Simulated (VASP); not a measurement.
# SiO2 (P4_2/mnm) in VASP: further runs

The runs below take SiO2 through single point, with PBE.

Everything below comes from runs of VASP 6.6.1. Logs are shortened: lines on timing, memory, paths and dates and some standing lists are left out, and cuts for length are marked.

## Step 1: The cell of the first run

The structure is tetragonal, space group P4_2/mnm (No. 136). Conventional cell: a = 4.236 Å, b = 4.236 Å, c = 2.690 Å, α = 90.00°, β = 90.00°, γ = 90.00°. Within 2.4 Å of Si (site symmetry mmm) lie 6 O at 1.77 to 1.84 Å. O (site symmetry m2m) has 3 Si at 1.77 to 1.84 Å and 1 O at 2.31 Å within 2.4 Å.

## Step 2: Single point, PBE

The input, INCAR:

```
PREC = Accurate
ENCUT = 520
EDIFF = 1E-6
ISMEAR = 0
SIGMA = 0.05
LREAL = False
LASPH = True
NELM = 80
ALGO = Normal
ISIF = 2
LWAVE = False
LCHARG = True
GGA = PE
LELF = True
LVHAR = True
NBANDS = 25
```

The input, KPOINTS:

```
regular mesh
0
Gamma
  6 6 8
```

The input, POSCAR:

```
SiO2
1.0
    4.2361165343      0.0000000000      0.0000000000
    0.0000000000      4.2361165343      0.0000000000
    0.0000000000      0.0000000000      2.6904781063
Si O
2 4
Direct
    0.5000000000      0.5000000000      0.5000000000
    0.0000000000      0.0000000000      0.0000000000
    0.6930152167      0.6930152167      0.0000000000
    0.1930152167      0.8069847833      0.5000000000
    0.3069847833      0.3069847833      0.0000000000
    0.8069847833      0.1930152167      0.5000000000
```

Potentials or basis: VASP PAW PBE potentials, release 64 (Si, O).

The run is started by

```sh
$ cat potpaw_PBE.64/Si/POTCAR potpaw_PBE.64/O/POTCAR > POTCAR
$ mpirun -np 1 vasp_std > vasp.out
```

OUTCAR:

```text
PREC = Accurate
   ENCUT = 520
   EDIFF = 1E-6
   ISMEAR = 0
   LREAL = False
   LASPH = True
   NELM = 80
   ISIF = 2
   GGA = PE

 ion  position               nearest neighbor table
   1  0.500  0.500  0.500-   3 1.77   5 1.77   3 1.77   5 1.77   4 1.84   6 1.84
   2  0.000  0.000  0.000-   4 1.77   6 1.77   4 1.77   6 1.77   5 1.84   3 1.84
   3  0.693  0.693  0.000-   1 1.77   1 1.77   2 1.84
   4  0.193  0.807  0.500-   2 1.77   2 1.77   1 1.84
   5  0.307  0.307  0.000-   1 1.77   1 1.77   2 1.84
   6  0.807  0.193  0.500-   2 1.77   2 1.77   1 1.84

  LATTYP: Found a simple tetragonal cell.
 ALAT       =     4.2361165343
 C/A-ratio  =     0.6351284448

  Lattice vectors:

 A1 = (   4.2361165343,   0.0000000000,   0.0000000000)
 A2 = (   0.0000000000,   4.2361165343,   0.0000000000)
 A3 = (   0.0000000000,   0.0000000000,   2.6904781063)

Analysis of symmetry for initial positions (statically):
=====================================================================
 Subroutine PRICEL returns:
 Original cell was already a primitive cell.

 Routine SETGRP: Setting up the symmetry group for a
 simple tetragonal supercell.

 Subroutine GETGRP returns: Found 16 space group operations
 (whereof  8 operations were pure point group operations)
 out of a pool of 16 trial point group operations.

The static configuration has the point symmetry D_2h.
 The point group associated with its full space group is D_4h.

Analysis of symmetry for dynamics (positions and initial velocities):
=====================================================================
 Subroutine PRICEL returns:
 Original cell was already a primitive cell.

 Routine SETGRP: Setting up the symmetry group for a
 simple tetragonal supercell.

 Subroutine GETGRP returns: Found 16 space group operations
 (whereof  8 operations were pure point group operations)
 out of a pool of 16 trial point group operations.

The dynamic configuration has the point symmetry D_2h.
 The point group associated with its full space group is D_4h.

 Subroutine INISYM returns: Found 16 space group operations
 (whereof  8 operations are pure point group operations),
 and found     1 'primitive' translations

----------------------------------------------------------------------------------------

                                     Primitive cell

  volume of cell :      48.2798

  direct lattice vectors                    reciprocal lattice vectors
     4.236116534  0.000000000  0.000000000     0.236065272  0.000000000  0.000000000
     0.000000000  4.236116534  0.000000000     0.000000000  0.236065272  0.000000000
     0.000000000  0.000000000  2.690478106     0.000000000  0.000000000  0.371681151

  length of vectors
     4.236116534  4.236116534  2.690478106     0.236065272  0.236065272  0.371681151

  position of ions in fractional coordinates (direct lattice)
     0.500000000  0.500000000  0.500000000
     0.000000000  0.000000000  0.000000000
     0.693015217  0.693015217  0.000000000
     0.193015217  0.806984783  0.500000000
     0.306984783  0.306984783  0.000000000
     0.806984783  0.193015217  0.500000000

  ion indices of the primitive-cell ions
   primitive index   ion index
                 1           1
                 2           2
                 3           3
                 4           4
                 5           5
                 6           6

----------------------------------------------------------------------------------------

 KPOINTS: regular mesh

Automatic generation of k-mesh.
 Grid dimensions read from file:
 generate k-points for:    6    6    8

 Generating k-lattice:

  Cartesian coordinates                     Fractional coordinates (reciprocal lattice)
     0.039344212  0.000000000  0.000000000     0.166666667  0.000000000  0.000000000
     0.000000000  0.039344212  0.000000000     0.000000000  0.166666667  0.000000000
     0.000000000  0.000000000  0.046460144     0.000000000  0.000000000  0.125000000

  Length of vectors
     0.039344212  0.039344212  0.046460144

  Shift w.r.t. Gamma in fractional coordinates (k-lattice)
     0.000000000  0.000000000  0.000000000

 Subroutine IBZKPT returns following result:
 ===========================================

 Found     50 irreducible k-points:

 Following reciprocal coordinates:
            Coordinates               Weight
  0.000000  0.000000  0.000000      1.000000
  0.166667  0.000000  0.000000      4.000000
  0.333333  0.000000  0.000000      4.000000
  0.500000  0.000000  0.000000      2.000000
  0.166667  0.166667  0.000000      4.000000
  0.333333  0.166667  0.000000      8.000000
[... 16 lines left out ...]
  0.333333  0.000000  0.250000      8.000000
  0.500000  0.000000  0.250000      4.000000
 [... further k-points ...]
   k-points           NKPTS =     50   k-points in BZ     NKDIM =     50   number of bands    NBANDS=     25
   number of dos      NEDOS =    301   number of ions     NIONS =      6
   total plane-waves  NPLWV =  20480
   dimension x,y,z NGX =    32 NGY =   32 NGZ =   20
   dimension x,y,z NGXF=    64 NGYF=   64 NGZF=   40
   ions per type =               2   4
   NGX,Y,Z   is equivalent  to a cutoff of  12.56, 12.56, 12.36 a.u.
   NGXF,Y,Z  is equivalent  to a cutoff of  25.12, 25.12, 24.72 a.u.
 SYSTEM =  unknown system
   PREC   = accura    normal or accurate (medium, high low for compatibility)
   ISTART =      0    job   : 0-new  1-cont  2-samecut
   ICHARG =      2    charge: 1-file 2-atom 10-const
   ISPIN  =      1    spin polarized calculation?
   LNONCOLLINEAR =      F non collinear calculations
   LSORBIT =      F    spin-orbit coupling
   LASPH  =      T    aspherical Exc in radial PAW
   ENCUT  =  520.0 eV  38.22 Ry    6.18 a.u.   7.88  7.88  5.00*2*pi/ulx,y,z
   NELM   =     80;   NELMIN=  2; NELMDL= -5     # of ELM steps
   EDIFF  = 0.1E-05   stopping-criterion for ELM
   LREAL  =      F    real-space projection
   EDIFFG = 0.1E-04   stopping-criterion for IOM
   NSW    =      0    number of steps for IOM
   IBRION =     -1    ionic relax: 0-MD 1-quasi-New 2-CG
   NFREE  =      0    steps in history (QN), initial steepest desc. (CG)
   ISIF   =      2    stress and relaxation
   ISYM   =      2    0-nonsym 1-usesym 2-fastsym
   POTIM  = 0.5000    time-step for ionic-motion
   TEBEG  =    0.0;   TEEND  =   0.0 temperature during run
   PSTRESS=    0.0 pullay stress
   NELECT =      32.0000    total number of electrons
   NUPDOWN=      -1.0000    fix difference up-down
   EMIN   =  10.00;   EMAX   =-10.00  energy-range for DOS
   EFERMI =   0.00;   METHOD = LEGACY
   ISMEAR =     0;   SIGMA  =   0.05  broadening in eV -4-tet -1-fermi 0-gaus
   EFERMI_NEDOS =   21; number of points for ismear=-14 and -15
   IALGO  =     38    algorithm
   IMIX   =      4    mixing-type and parameters
     AMIX     =   0.40;   BMIX     =  1.00
     AMIX_MAG =   1.60;   BMIX_MAG =  1.00
  volume/ion in A,a.u.               =       8.05        54.30
  Fermi-wavevector in a.u.,A,eV,Ry     =   1.427369  2.697337 27.720287  2.037384
  Thomas-Fermi vector in A             =   2.547546
   LORBIT       =      0    0 simple, 1 ext, 2 COOP (PROOUT), +10 PAW based schemes
   GGA     = PE    functional components
   LHFCALC =     F    Hartree Fock is set to
   AEXX    =    0.0000 exact exchange contribution
   IVDW    =     0    specifies the selected vdW correction
   LEPSILON=     F    determine dielectric tensor
   LRPA    =     F    only Hartree local field effects (RPA)
 non-spin polarized calculation
 Gauss-broadening in eV      SIGMA  =   0.05
  energy-cutoff  :      520.00
  volume of cell :       48.28
 maximum number of plane-waves:      1336
 NGX is ok and might be reduce to    32
   NGX = 15   NGY = 15   NGZ = 11

 number of electron      31.9999992 magnetization

 Free energy of the ion-electron system (eV)
  ---------------------------------------------------
  ext. energy  EPLUGINS =         0.00000000
  ---------------------------------------------------
  free energy    TOTEN  =       -46.31685744 eV

  energy without entropy =      -46.31685744  energy(sigma->0) =      -46.31685744

 E-fermi :   8.0219     XC(G=0): -12.0798

 val. band max:        7.7312718131   @ k =   0.0000   0.0000   0.0000
 cond. band min:      12.7560416293   @ k =   0.0000   0.0000   0.0000
 fundamental gap:      5.0247698162
 Fermi energy:         8.0219138866

 k-point     1 :       0.0000    0.0000    0.0000
  band No.  band energies     occupation
      1     -14.4797      2.00000
      2     -11.0192      2.00000
      3     -11.0192      2.00000
      4     -10.8623      2.00000
      5      -2.8745      2.00000
      6       1.4987      2.00000
[... 17 lines left out ...]
     24      21.4206      0.00000
     25      23.0784      0.00000

 k-point     2 :       0.1667    0.0000    0.0000
  band No.  band energies     occupation
      1     -14.3415      2.00000
      2     -11.6671      2.00000
      3     -10.9515      2.00000
      4     -10.5003      2.00000
      5      -2.6801      2.00000
      6       0.7626      2.00000
[... 17 lines left out ...]
     24      20.9208      0.00000
     25      22.9502      0.00000

 k-point     3 :       0.3333    0.0000    0.0000
  band No.  band energies     occupation
      1     -13.9371      2.00000
      2     -12.5066      2.00000
      3     -10.7702      2.00000
      4     -10.4051      2.00000
      5      -2.1446      2.00000
      6      -0.3420      2.00000
[... 17 lines left out ...]
     24      21.2692      0.00000
     25      22.3549      0.00000

 k-point     4 :       0.5000    0.0000    0.0000
  band No.  band energies     occupation
      1     -13.3026      2.00000
      2     -13.3026      2.00000
      3     -10.5467      2.00000
      4     -10.5467      2.00000
      5      -1.3455      2.00000
      6      -1.3455      2.00000
[... 17 lines left out ...]
     24      21.0425      0.00000
     25      22.3255      0.00000
[... 477 lines left out ...]
 k-point    22 :       0.1667    0.0000    0.2500
  band No.  band energies     occupation
      1     -13.5794      2.00000
      2     -11.3074      2.00000
      3     -10.6168      2.00000
      4     -10.4362      2.00000
      5      -2.3824      2.00000
      6       0.6734      2.00000
[... 17 lines left out ...]
     24      21.1534      0.00000
     25      21.7205      0.00000

 k-point    23 :       0.3333    0.0000    0.2500
  band No.  band energies     occupation
      1     -13.2159      2.00000
      2     -11.9790      2.00000
      3     -10.5126      2.00000
      4     -10.3458      2.00000
      5      -1.6897      2.00000
      6       0.1302      2.00000
[... 17 lines left out ...]
     24      20.4435      0.00000
     25      21.6172      0.00000

 k-point    24 :       0.5000    0.0000    0.2500
  band No.  band energies     occupation
      1     -12.6561      2.00000
      2     -12.6561      2.00000
      3     -10.3973      2.00000
      4     -10.3973      2.00000
      5      -0.7673      2.00000
      6      -0.7673      2.00000
[... 17 lines left out ...]
     24      20.5005      0.00000
     25      21.2771      0.00000

 [... further k-points ...]
[... 5 lines left out ...]
  --------------------------------------------------------------------------------------
  -------------------------------------------------------------------------------------
  Total       -0.0228948     -0.0228948      0.1669572      0.0000000      0.0000000      0.0000000
  in kB       -0.7597685     -0.7597685      5.5405197      0.0000000      0.0000000      0.0000000
  external PRESSURE =       1.3403276 kB  Pullay stress =       0.0000000 kB

 VOLUME and BASIS-vectors are now :
 -----------------------------------------------------------------------------
  energy-cutoff  :      520.00
  volume of cell :       48.28
      direct lattice vectors                 reciprocal lattice vectors
     4.236116534  0.000000000  0.000000000     0.236065272  0.000000000  0.000000000
     0.000000000  4.236116534  0.000000000     0.000000000  0.236065272  0.000000000
     0.000000000  0.000000000  2.690478106     0.000000000  0.000000000  0.371681151

 POSITION                                       TOTAL-FORCE (eV/Angst)
 -----------------------------------------------------------------------------------
      2.11806      2.11806      1.34524         0.000000      0.000000      0.000000
      0.00000      0.00000      0.00000         0.000000      0.000000      0.000000
      2.93569      2.93569      0.00000         0.013056      0.013056     -0.000000
      0.81763      3.41848      1.34524         0.013056     -0.013056      0.000000
      1.30042      1.30042      0.00000        -0.013056     -0.013056      0.000000
      3.41848      0.81763      1.34524        -0.013056      0.013056     -0.000000
 -----------------------------------------------------------------------------------
    total drift:                                0.000000      0.000000      0.000000

  FREE ENERGIE OF THE ION-ELECTRON SYSTEM (eV)
  ---------------------------------------------------
  free  energy   TOTEN  =       -46.3168574358 eV

  energy  without entropy=      -46.3168574358  energy(sigma->0) =      -46.31685744
```

It took 18 s on 1 thread of Intel Xeon 6975P-C (Granite Rapids), shared host; peak memory 0.18 GiB.

Results:

```
Free energy            : -46.3169 eV
Pressure               : 0.1 GPa
Largest force          : 0.018 eV/Å
Band gap on the k mesh : 5.02 eV, direct
```

Forces in eV/Å, atoms in the order of the input:
```
Si   0.000  0.000  0.000
Si   0.000  0.000  0.000
O    0.013  0.013  0.000
O    0.013 -0.013  0.000
O   -0.013 -0.013  0.000
O   -0.013  0.013  0.000
```

Stress tensor (GPa, compression positive):
```
-0.08  0.00  0.00
 0.00 -0.08  0.00
 0.00  0.00  0.55
```

Levels at points of the mesh, in eV from the valence-band top:
```csv
k point,band 14,band 15,band 16,band 17,band 18,band 19
"(0.00, 0.00, 0.00)",-0.85,-0.85,0.00,5.02,6.61,8.29
"(0.50, 0.00, 0.00)",-2.61,-1.04,-1.04,7.30,7.30,8.88
"(0.50, 0.50, 0.00)",-2.53,-2.17,-2.17,7.01,7.01,9.78
"(0.00, 0.00, 0.50)",-2.87,-2.56,-2.56,8.63,8.63,12.19
"(0.50, 0.00, 0.50)",-2.21,-1.67,-1.67,8.43,8.43,9.43
"(0.50, 0.50, 0.50)",-1.73,-1.47,-1.47,6.81,6.81,10.68
```

A k mesh can miss the band edges.

## Step 3: Single point, PBE

The input, INCAR:

```
SYSTEM = SiO2
PREC     = Accurate       ! precision mode
ENCUT    = 520            ! plane-wave cutoff, eV
EDIFF    = 1E-7           ! SCF threshold, eV
ISMEAR   = 0              ! smearing method
SIGMA    = 0.02           ! smearing width, eV
LREAL    = .False.        ! projectors in reciprocal space
LASPH    = .True.         ! aspherical terms in the spheres
NELM     = 100            ! most SCF steps
ALGO     = Normal         ! electronic algorithm
ISIF     = 2              ! what is computed and relaxed
LWAVE    = .False.        ! write WAVECAR
LCHARG   = .True.         ! write CHGCAR
GGA      = PE             ! functional
LELF     = .True.         ! ELF
LVHAR    = .True.       
NBANDS   = 25             ! bands
```

The input, KPOINTS:

```
Automatic mesh
0
Gamma
  6 6 8
  0 0 0
```

The input, POSCAR:

```
SiO2
1.0
    4.2361165349      0.0000000000      0.0000000000
    0.0000000000      4.2361165349      0.0000000000
    0.0000000000      0.0000000000      2.6904781066
Si O
2 4
Direct
    0.5000000000      0.5000000000      0.5000000000
    0.0000000000      0.0000000000      0.0000000000
    0.6930152166      0.6930152166      0.0000000000
    0.1930152166      0.8069847834      0.5000000000
    0.3069847834      0.3069847834      0.0000000000
    0.8069847834      0.1930152166      0.5000000000
```

Potentials or basis: VASP PAW PBE potentials, release 64 (Si, O).

The run is started by

```sh
$ cat potpaw_PBE.64/Si/POTCAR potpaw_PBE.64/O/POTCAR > POTCAR
$ mpirun -np 1 vasp_std > vasp.out
```

It took 16 s on 1 thread of Intel Xeon 6975P-C (Granite Rapids), shared host; peak memory 0.17 GiB.

The run converged. Its results:

```yaml
Free_energy: -46.3169 eV
Pressure: 0.1 GPa
Largest_force: 0.018 eV/Å
Band_gap_on_the_k_mesh: 5.02 eV, direct
```

Forces in eV/Å, atoms in the order of the input:
```
Si   0.000  0.000  0.000
Si   0.000  0.000  0.000
O    0.013  0.013  0.000
O    0.013 -0.013  0.000
O   -0.013 -0.013  0.000
O   -0.013  0.013  0.000
```

Stress tensor (GPa, compression positive):
```
-0.08  0.00  0.00
 0.00 -0.08  0.00
 0.00  0.00  0.55
```

Levels at points of the mesh, in eV from the valence-band top:
| k point | band 13 | band 14 | band 15 | band 16 | band 17 | band 18 | band 19 | band 20 |
| --- | --- | --- | --- | --- | --- | --- | --- | --- |
| (0.00, 0.00, 0.00) | -2.50 | -0.85 | -0.85 | 0.00 | 5.02 | 6.61 | 8.29 | 8.29 |
| (0.50, 0.00, 0.00) | -2.61 | -2.61 | -1.04 | -1.04 | 7.30 | 7.30 | 8.88 | 8.88 |
| (0.50, 0.50, 0.00) | -2.53 | -2.53 | -2.17 | -2.17 | 7.01 | 7.01 | 9.78 | 9.78 |
| (0.00, 0.00, 0.50) | -2.87 | -2.87 | -2.56 | -2.56 | 8.63 | 8.63 | 12.19 | 12.19 |
| (0.50, 0.00, 0.50) | -2.21 | -2.21 | -1.67 | -1.67 | 8.43 | 8.43 | 9.43 | 9.43 |
| (0.50, 0.50, 0.50) | -1.73 | -1.73 | -1.47 | -1.47 | 6.81 | 6.81 | 10.68 | 10.68 |
